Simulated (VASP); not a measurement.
# Si2Ni2Ir (I4/mmm) in VASP: single point with r2SCAN

Aim: the single point of Si2Ni2Ir with r2SCAN.

Everything below comes from runs of VASP 6.6.1. Logs are shortened: lines on timing, memory, paths and dates and some standing lists are left out, and cuts for length are marked.

## Step 1: The cell of the first run

The structure is tetragonal, space group I4/mmm (No. 139). Conventional cell: a = 3.636 Å, b = 3.636 Å, c = 9.287 Å, α = 90.00°, β = 90.00°, γ = 90.00°. Within 3.7 Å of Ir (site symmetry 4/mmm) lie 10 Si at 2.82 to 3.48 Å and 8 Ni at 2.95 Å and 4 Ir at 3.64 Å. Ni (site symmetry -4m2) has 4 Si at 2.16 Å and 4 Ni at 2.57 Å within 2.9 Å. Si (site symmetry 4mm) has 4 Ni at 2.16 Å and 1 Si at 2.32 Å and 4 Ir at 2.82 Å within 2.9 Å.

## Step 2: Single point, r2SCAN

Contents of POSCAR:

```
Si2Ni2Ir
1.0
    0.0000000000      3.6364880000      0.0000000000
    3.6364880000      0.0000000000      0.0000000000
    1.8182440000      1.8182440000     -4.6433660000
Ir Ni Si
1 2 2
Direct
    0.0000000000      0.0000000000      0.0000000000
    0.7500000000      0.2500000000      0.5000000000
    0.2500000000      0.7500000000      0.5000000000
    0.3750000000      0.3750000000      0.2500000000
    0.6250000000      0.6250000000      0.7500000000
```

Contents of INCAR.step1:

```
SYSTEM = Si2Ni2Ir
PREC = Accurate ; ENCUT = 520
ISMEAR = 1 ; SIGMA = 0.094
LREAL = .False. ; LASPH = .True.
NELM = 100 ; NBANDS = 26
GGA = PE ; ALGO = Normal
EDIFF = 1E-4 ; LWAVE = .True.
LCHARG = .False.
```

Contents of INCAR.step2:

```
SYSTEM = Si2Ni2Ir
PREC = Accurate ; ENCUT = 520
EDIFF = 1E-6 ; ISMEAR = 1
SIGMA = 0.094 ; LREAL = .False.
LASPH = .True. ; NELM = 100
ALGO = Normal ; ISIF = 2
LWAVE = .False. ; LCHARG = .True.
METAGGA = R2SCAN ; LMIXTAU = .True.
LELF = .True. ; LVHAR = .True.
NBANDS = 26 ; ISTART = 1
```

Contents of KPOINTS:

```
Automatic mesh
0
Gamma
  8 8 8
  0 0 0
```

Potentials or basis: VASP PAW PBE potentials, release 64 (Ir, Ni, Si).

Launch:

```sh
$ cat potpaw_PBE.64/Ir/POTCAR potpaw_PBE.64/Ni/POTCAR potpaw_PBE.64/Si/POTCAR > POTCAR
$ cp INCAR.step1 INCAR
$ mpirun -np 1 vasp_std > vasp.out
$ cp INCAR.step2 INCAR
$ mpirun -np 1 vasp_std > vasp.out
```

OUTCAR:

```text
SYSTEM = Si2Ni2Ir
   PREC = Accurate
   ENCUT = 520
   EDIFF = 1E-6
   ISMEAR = 1
   LREAL = .False.
   LASPH = .True.
   NELM = 100
   ISIF = 2
   METAGGA = R2SCAN
   ISTART = 1

 ion  position               nearest neighbor table
   1  0.000  0.000  0.000-   5 2.82   5 2.82   5 2.82   4 2.82   5 2.82   4 2.82   4 2.82   4 2.82
                             3 2.95   2 2.95   3 2.95   2 2.95   2 2.95   3 2.95   3 2.95   2 2.95
   2  0.750  0.250  0.500-   4 2.16   4 2.16   5 2.16   5 2.16   3 2.57   3 2.57   3 2.57   3 2.57
                             1 2.95   1 2.95   1 2.95   1 2.95
   3  0.250  0.750  0.500-   4 2.16   4 2.16   5 2.16   5 2.16   2 2.57   2 2.57   2 2.57   2 2.57
                             1 2.95   1 2.95   1 2.95   1 2.95
   4  0.375  0.375  0.250-   2 2.16   3 2.16   3 2.16   2 2.16   5 2.32   1 2.82   1 2.82   1 2.82
                             1 2.82
   5  0.625  0.625  0.750-   3 2.16   2 2.16   2 2.16   3 2.16   4 2.32   1 2.82   1 2.82   1 2.82
                             1 2.82

  LATTYP: Found a body centered tetragonal cell.
 ALAT       =     3.6364880000
 C/A-ratio  =     2.5537639613

  Lattice vectors:

 A1 = (  -1.8182440000,   1.8182440000,   4.6433660000)
 A2 = (   1.8182440000,  -1.8182440000,   4.6433660000)
 A3 = (   1.8182440000,   1.8182440000,  -4.6433660000)

Analysis of symmetry for initial positions (statically):
=====================================================================
 Subroutine PRICEL returns:
 Original cell was already a primitive cell.

 Routine SETGRP: Setting up the symmetry group for a
 body centered tetragonal supercell.

 Subroutine GETGRP returns: Found 16 space group operations
 (whereof 16 operations were pure point group operations)
 out of a pool of 16 trial point group operations.

The static configuration has the point symmetry D_4h.

Analysis of symmetry for dynamics (positions and initial velocities):
=====================================================================
 Subroutine PRICEL returns:
 Original cell was already a primitive cell.

 Routine SETGRP: Setting up the symmetry group for a
 body centered tetragonal supercell.

 Subroutine GETGRP returns: Found 16 space group operations
 (whereof 16 operations were pure point group operations)
 out of a pool of 16 trial point group operations.

The dynamic configuration has the point symmetry D_4h.

 Subroutine INISYM returns: Found 16 space group operations
 (whereof 16 operations are pure point group operations),
 and found     1 'primitive' translations

----------------------------------------------------------------------------------------

                                     Primitive cell

  volume of cell :      61.4041

  direct lattice vectors                    reciprocal lattice vectors
     0.000000000  3.636488000  0.000000000     0.000000000  0.274990595  0.107680506
     3.636488000  0.000000000  0.000000000     0.274990595  0.000000000  0.107680506
     1.818244000  1.818244000 -4.643366000     0.000000000  0.000000000 -0.215361012

  length of vectors
     3.636488000  3.636488000  5.307812195     0.295321721  0.295321721  0.215361012

  position of ions in fractional coordinates (direct lattice)
     0.000000000  0.000000000  0.000000000
     0.750000000  0.250000000  0.500000000
     0.250000000  0.750000000  0.500000000
     0.375000000  0.375000000  0.250000000
     0.625000000  0.625000000  0.750000000

  ion indices of the primitive-cell ions
   primitive index   ion index
                 1           1
                 2           2
                 3           3
                 4           4
                 5           5

----------------------------------------------------------------------------------------

 KPOINTS: Automatic mesh

Automatic generation of k-mesh.
 Grid dimensions read from file:
 generate k-points for:    8    8    8

 Generating k-lattice:

  Cartesian coordinates                     Fractional coordinates (reciprocal lattice)
     0.000000000  0.034373824  0.013460063     0.125000000  0.000000000  0.000000000
     0.034373824  0.000000000  0.013460063     0.000000000  0.125000000  0.000000000
     0.000000000  0.000000000 -0.026920126     0.000000000  0.000000000  0.125000000

  Length of vectors
     0.036915215  0.036915215  0.026920126

  Shift w.r.t. Gamma in fractional coordinates (k-lattice)
     0.000000000  0.000000000  0.000000000

 Subroutine IBZKPT returns following result:
 ===========================================

 Found     59 irreducible k-points:

 Following reciprocal coordinates:
            Coordinates               Weight
  0.000000  0.000000  0.000000      1.000000
  0.125000  0.000000  0.000000      8.000000
  0.250000  0.000000  0.000000      8.000000
  0.375000  0.000000  0.000000      8.000000
  0.500000  0.000000  0.000000      4.000000
  0.125000  0.125000  0.000000      8.000000
[... 16 lines left out ...]
  0.250000  0.000000  0.125000      4.000000
  0.375000  0.000000  0.125000      8.000000
 [... further k-points ...]
   k-points           NKPTS =     59   k-points in BZ     NKDIM =     59   number of bands    NBANDS=     26
   number of dos      NEDOS =    301   number of ions     NIONS =      5
   total plane-waves  NPLWV =  31360
   dimension x,y,z NGX =    28 NGY =   28 NGZ =   40
   dimension x,y,z NGXF=    56 NGYF=   56 NGZF=   80
   ions per type =               1   2   2
   NGX,Y,Z   is equivalent  to a cutoff of  12.80, 12.80, 12.53 a.u.
   NGXF,Y,Z  is equivalent  to a cutoff of  25.60, 25.60, 25.06 a.u.
 SYSTEM =  Si2Ni2Ir
   PREC   = accura    normal or accurate (medium, high low for compatibility)
   ISTART =      1    job   : 0-new  1-cont  2-samecut
   ICHARG =      0    charge: 1-file 2-atom 10-const
   ISPIN  =      1    spin polarized calculation?
   LNONCOLLINEAR =      F non collinear calculations
   LSORBIT =      F    spin-orbit coupling
   LASPH  =      T    aspherical Exc in radial PAW
   ENCUT  =  520.0 eV  38.22 Ry    6.18 a.u.   6.76  6.76  9.87*2*pi/ulx,y,z
   NELM   =    100;   NELMIN=  2; NELMDL=  0     # of ELM steps
   EDIFF  = 0.1E-05   stopping-criterion for ELM
   LREAL  =      F    real-space projection
   EDIFFG = 0.1E-04   stopping-criterion for IOM
   NSW    =      0    number of steps for IOM
   IBRION =     -1    ionic relax: 0-MD 1-quasi-New 2-CG
   NFREE  =      0    steps in history (QN), initial steepest desc. (CG)
   ISIF   =      2    stress and relaxation
   ISYM   =      2    0-nonsym 1-usesym 2-fastsym
   POTIM  = 0.5000    time-step for ionic-motion
   TEBEG  =    0.0;   TEEND  =   0.0 temperature during run
   PSTRESS=    0.0 pullay stress
   NELECT =      37.0000    total number of electrons
   NUPDOWN=      -1.0000    fix difference up-down
   EMIN   =  10.00;   EMAX   =-10.00  energy-range for DOS
   EFERMI =   0.00;   METHOD = LEGACY
   ISMEAR =     1;   SIGMA  =   0.09  broadening in eV -4-tet -1-fermi 0-gaus
   EFERMI_NEDOS =   21; number of points for ismear=-14 and -15
   IALGO  =     38    algorithm
   IMIX   =      4    mixing-type and parameters
     AMIX     =   0.40;   BMIX     =  1.00
     AMIX_MAG =   1.60;   BMIX_MAG =  1.00
  volume/ion in A,a.u.               =      12.28        82.88
  Fermi-wavevector in a.u.,A,eV,Ry     =   1.382748  2.613015 26.014226  1.911992
  Thomas-Fermi vector in A             =   2.507410
   LORBIT       =      0    0 simple, 1 ext, 2 COOP (PROOUT), +10 PAW based schemes
   METAGGA = R2SCAN    functional components
   LHFCALC =     F    Hartree Fock is set to
   AEXX    =    0.0000 exact exchange contribution
   IVDW    =     0    specifies the selected vdW correction
   LEPSILON=     F    determine dielectric tensor
   LRPA    =     F    only Hartree local field effects (RPA)
 non-spin polarized calculation
 Methfessel and Paxton  Order N= 1 SIGMA  =   0.09
  energy-cutoff  :      520.00
  volume of cell :       61.40
 maximum number of plane-waves:      1676
   NGX = 13   NGY = 13   NGZ = 19

 number of electron      37.0000010 magnetization

 Free energy of the ion-electron system (eV)
  ---------------------------------------------------
  ext. energy  EPLUGINS =         0.00000000
  ---------------------------------------------------
  free energy    TOTEN  =       -94.06917513 eV

  energy without entropy =      -94.07058122  energy(sigma->0) =      -94.06964383

 E-fermi :  10.6782     XC(G=0): -13.6751

 val. band max:       10.6754779117   @ k =   0.5000   0.2500   0.1250
 cond. band min:      10.7481992146   @ k =   0.2500   0.2500   0.1250
 fundamental gap:      0.0727213029
 Fermi energy:        10.6781785095

 k-point     1 :       0.0000    0.0000    0.0000
  band No.  band energies     occupation
      1      -3.1049      2.00000
      2       2.3779      2.00000
      3       2.6812      2.00000
      4       5.6380      2.00000
      5       5.6380      2.00000
      6       5.8483      2.00000
[... 18 lines left out ...]
     25      15.8968      0.00000
     26      18.0447      0.00000

 k-point     2 :       0.1250    0.0000    0.0000
  band No.  band energies     occupation
      1      -2.8924      2.00000
      2       2.0510      2.00000
      3       3.1020      2.00000
      4       5.3021      2.00000
      5       5.4951      2.00000
      6       5.8980      2.00000
[... 18 lines left out ...]
     25      16.9965      0.00000
     26      18.0435      0.00000

 k-point     3 :       0.2500    0.0000    0.0000
  band No.  band energies     occupation
      1      -2.2780      2.00000
      2       1.6587      2.00000
      3       3.6508      2.00000
      4       4.4726      2.00000
      5       5.3634      2.00000
      6       5.7120      2.00000
[... 572 lines left out ...]
 k-point    23 :       0.2500    0.0000    0.1250
  band No.  band energies     occupation
      1      -2.3850      2.00000
      2       2.1209      2.00000
      3       3.3229      2.00000
      4       4.5295      2.00000
      5       5.3317      2.00000
      6       5.8177      2.00000
[... 18 lines left out ...]
     25      17.8877      0.00000
     26      18.0210      0.00000

 k-point    24 :       0.3750    0.0000    0.1250
  band No.  band energies     occupation
      1      -1.5445      2.00000
      2       1.5373      2.00000
      3       3.3420      2.00000
      4       4.1946      2.00000
      5       5.2560      2.00000
      6       5.7841      2.00000
[... 18 lines left out ...]
     25      16.7458      0.00000
     26      17.0214      0.00000

 [... further k-points ...]

------------------------ aborting loop because EDIFF is reached ----------------------------------------

  FORCE on cell =-STRESS in cart. coord.  units (eV):
  Direction    XX          YY          ZZ          XY          YZ          ZX
  --------------------------------------------------------------------------------------
  -------------------------------------------------------------------------------------
  Total        2.5385740      2.5385740      1.7039201      0.0000000      0.0000000      0.0000000
  in kB       66.2373835     66.2373835     44.4592945      0.0000000      0.0000000      0.0000000
  external PRESSURE =      58.9780205 kB  Pullay stress =       0.0000000 kB

 VOLUME and BASIS-vectors are now :
 -----------------------------------------------------------------------------
  energy-cutoff  :      520.00
  volume of cell :       61.40
      direct lattice vectors                 reciprocal lattice vectors
     0.000000000  3.636488000  0.000000000     0.000000000  0.274990595  0.107680506
     3.636488000  0.000000000  0.000000000     0.274990595  0.000000000  0.107680506
     1.818244000  1.818244000 -4.643366000     0.000000000  0.000000000 -0.215361012

 POSITION                                       TOTAL-FORCE (eV/Angst)
 -----------------------------------------------------------------------------------
      0.00000      0.00000      0.00000        -0.000000      0.000000      0.000000
      1.81824      3.63649     -2.32168         0.000000      0.000000      0.000000
      3.63649      1.81824     -2.32168        -0.000000     -0.000000      0.000000
      1.81824      1.81824     -1.16084         0.000000      0.000000      2.944863
      3.63649      3.63649     -3.48252        -0.000000     -0.000000     -2.944863
 -----------------------------------------------------------------------------------
    total drift:                                0.000000      0.000000      0.000000

  FREE ENERGIE OF THE ION-ELECTRON SYSTEM (eV)
  ---------------------------------------------------
  free  energy   TOTEN  =       -94.0691751323 eV

  energy  without entropy=      -94.0705812199  energy(sigma->0) =      -94.06964383
```

It took 2.7 min on 1 thread of Intel Xeon 6975P-C (Granite Rapids), shared host; peak memory 0.24 GiB.

What came out:

```yaml
Free_energy: -94.0692 eV
Pressure: 5.9 GPa
Largest_force: 2.945 eV/Å
```

Forces in eV/Å, atoms in the order of the input:
```
Ir   0.000  0.000  0.000
Ni   0.000  0.000  0.000
Ni   0.000  0.000  0.000
Si   0.000  0.000  2.945
Si   0.000  0.000 -2.945
```

Levels at points of the mesh, in eV from the Fermi level:
```tsv
k point	band 16	band 17	band 18	band 19	band 20	band 21	band 22	band 23
(0.00, 0.00, 0.00)	-2.20	-1.53	-0.17	1.54	1.54	1.58	1.58	2.84
(0.50, 0.00, 0.00)	-1.86	-1.65	-1.32	0.28	0.94	2.86	3.86	4.45
(0.50, 0.50, 0.00)	-1.43	-1.35	-1.25	-1.13	0.52	1.12	1.75	3.32
(0.00, 0.00, 0.50)	-1.71	-1.53	-1.49	-1.49	1.83	3.42	4.74	5.24
```

Caveat: the PAW data sets were made with another functional, which shifts forces and pressure a little; spin-orbit coupling is left out, which moves the levels of the heavy elements.
